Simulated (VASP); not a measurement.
Here is a VASP 6.6.1 calculation.

Contents of INCAR:

```
SYSTEM = ZnSe
PREC = Accurate
ENCUT = 500
EDIFF = 1E-7
ISMEAR = -1
SIGMA = 0.01
LREAL = .FALSE.
LASPH = .TRUE.
NELM = 120
ALGO = Normal
ISIF = 3
LWAVE = .FALSE.
LCHARG = .FALSE.
GGA = RE
IVDW = 12
IBRION = 2
NSW = 80
EDIFFG = -0.01
ISYM = -1
GGA_COMPAT = .FALSE.
NELMIN = 4
```

File KPOINTS:

```
explicit points
108
Reciprocal
  0.08333333   0.08333333   0.08333333 2
  0.08333333   0.08333333   0.25000000 2
  0.08333333   0.08333333   0.41666667 2
  0.08333333   0.08333333   0.58333333 2
  0.08333333   0.08333333   0.75000000 2
  0.08333333   0.08333333   0.91666667 2
  0.08333333   0.25000000   0.08333333 2
  0.08333333   0.25000000   0.25000000 2
  0.08333333   0.25000000   0.41666667 2
  0.08333333   0.25000000   0.58333333 2
  0.08333333   0.25000000   0.75000000 2
  0.08333333   0.25000000   0.91666667 2
  0.08333333   0.41666667   0.08333333 2
  0.08333333   0.41666667   0.25000000 2
  0.08333333   0.41666667   0.41666667 2
  0.08333333   0.41666667   0.58333333 2
  0.08333333   0.41666667   0.75000000 2
  0.08333333   0.41666667   0.91666667 2
  0.08333333   0.58333333   0.08333333 2
  0.08333333   0.58333333   0.25000000 2
  0.08333333   0.58333333   0.41666667 2
  0.08333333   0.58333333   0.58333333 2
  0.08333333   0.58333333   0.75000000 2
  0.08333333   0.58333333   0.91666667 2
  0.08333333   0.75000000   0.08333333 2
  0.08333333   0.75000000   0.25000000 2
  0.08333333   0.75000000   0.41666667 2
  0.08333333   0.75000000   0.58333333 2
  0.08333333   0.75000000   0.75000000 2
  0.08333333   0.75000000   0.91666667 2
  0.08333333   0.91666667   0.08333333 2
  0.08333333   0.91666667   0.25000000 2
  0.08333333   0.91666667   0.41666667 2
  0.08333333   0.91666667   0.58333333 2
  0.08333333   0.91666667   0.75000000 2
  0.08333333   0.91666667   0.91666667 2
  0.25000000   0.08333333   0.08333333 2
  0.25000000   0.08333333   0.25000000 2
  0.25000000   0.08333333   0.41666667 2
  0.25000000   0.08333333   0.58333333 2
  0.25000000   0.08333333   0.75000000 2
  0.25000000   0.08333333   0.91666667 2
  0.25000000   0.25000000   0.08333333 2
  0.25000000   0.25000000   0.25000000 2
  0.25000000   0.25000000   0.41666667 2
  0.25000000   0.25000000   0.58333333 2
  0.25000000   0.25000000   0.75000000 2
  0.25000000   0.25000000   0.91666667 2
  0.25000000   0.41666667   0.08333333 2
  0.25000000   0.41666667   0.25000000 2
  0.25000000   0.41666667   0.41666667 2
  0.25000000   0.41666667   0.58333333 2
  0.25000000   0.41666667   0.75000000 2
  0.25000000   0.41666667   0.91666667 2
  0.25000000   0.58333333   0.08333333 2
  0.25000000   0.58333333   0.25000000 2
  0.25000000   0.58333333   0.41666667 2
  0.25000000   0.58333333   0.58333333 2
  0.25000000   0.58333333   0.75000000 2
  0.25000000   0.58333333   0.91666667 2
  0.25000000   0.75000000   0.08333333 2
  0.25000000   0.75000000   0.25000000 2
  0.25000000   0.75000000   0.41666667 2
  0.25000000   0.75000000   0.58333333 2
  0.25000000   0.75000000   0.75000000 2
  0.25000000   0.75000000   0.91666667 2
  0.25000000   0.91666667   0.08333333 2
  0.25000000   0.91666667   0.25000000 2
  0.25000000   0.91666667   0.41666667 2
  0.25000000   0.91666667   0.58333333 2
  0.25000000   0.91666667   0.75000000 2
  0.25000000   0.91666667   0.91666667 2
  0.41666667   0.08333333   0.08333333 2
  0.41666667   0.08333333   0.25000000 2
  0.41666667   0.08333333   0.41666667 2
  0.41666667   0.08333333   0.58333333 2
  0.41666667   0.08333333   0.75000000 2
  0.41666667   0.08333333   0.91666667 2
  0.41666667   0.25000000   0.08333333 2
  0.41666667   0.25000000   0.25000000 2
  0.41666667   0.25000000   0.41666667 2
  0.41666667   0.25000000   0.58333333 2
  0.41666667   0.25000000   0.75000000 2
  0.41666667   0.25000000   0.91666667 2
  0.41666667   0.41666667   0.08333333 2
  0.41666667   0.41666667   0.25000000 2
  0.41666667   0.41666667   0.41666667 2
  0.41666667   0.41666667   0.58333333 2
  0.41666667   0.41666667   0.75000000 2
  0.41666667   0.41666667   0.91666667 2
  0.41666667   0.58333333   0.08333333 2
  0.41666667   0.58333333   0.25000000 2
  0.41666667   0.58333333   0.41666667 2
  0.41666667   0.58333333   0.58333333 2
  0.41666667   0.58333333   0.75000000 2
  0.41666667   0.58333333   0.91666667 2
  0.41666667   0.75000000   0.08333333 2
  0.41666667   0.75000000   0.25000000 2
  0.41666667   0.75000000   0.41666667 2
  0.41666667   0.75000000   0.58333333 2
  0.41666667   0.75000000   0.75000000 2
  0.41666667   0.75000000   0.91666667 2
  0.41666667   0.91666667   0.08333333 2
  0.41666667   0.91666667   0.25000000 2
  0.41666667   0.91666667   0.41666667 2
  0.41666667   0.91666667   0.58333333 2
  0.41666667   0.91666667   0.75000000 2
  0.41666667   0.91666667   0.91666667 2
```

File POSCAR:

```
ZnSe
1.0
    4.0075980000      0.0000000000      0.0000000000
    2.0037990000      3.4706816762      0.0000000000
    2.0037990000      1.1568938921      3.2721900647
Zn Se
1 1
Direct
    0.0000000000      0.0000000000      0.0000000000
    0.2500000000      0.2500000000      0.2500000000
```

Potentials or basis: VASP PAW PBE potentials, release 64 (Zn, Se).

Run with:

```console
$ cat potpaw_PBE.64/Zn/POTCAR potpaw_PBE.64/Se/POTCAR > POTCAR
$ mpirun -np 1 vasp_std > vasp.out
```

(1) Estimate the relaxed cell.

(2) What does it give for the band gap on the k mesh?

(3) What does it give for the relaxed volume?

(4) What does it give for the dispersion energy per atom?

Answers

(1) a = 3.983 Å, b = 3.983 Å, c = 3.983 Å, α = 60.03°, β = 60.03°, γ = 60.03°.

(2) 2.14 eV.

(3) 22.36 Å³/atom.

(4) -0.639 eV.

Caveat: the PAW data sets were made with another functional, which shifts forces and pressure a little; a shifted mesh leaves out Γ, where band edges can lie.
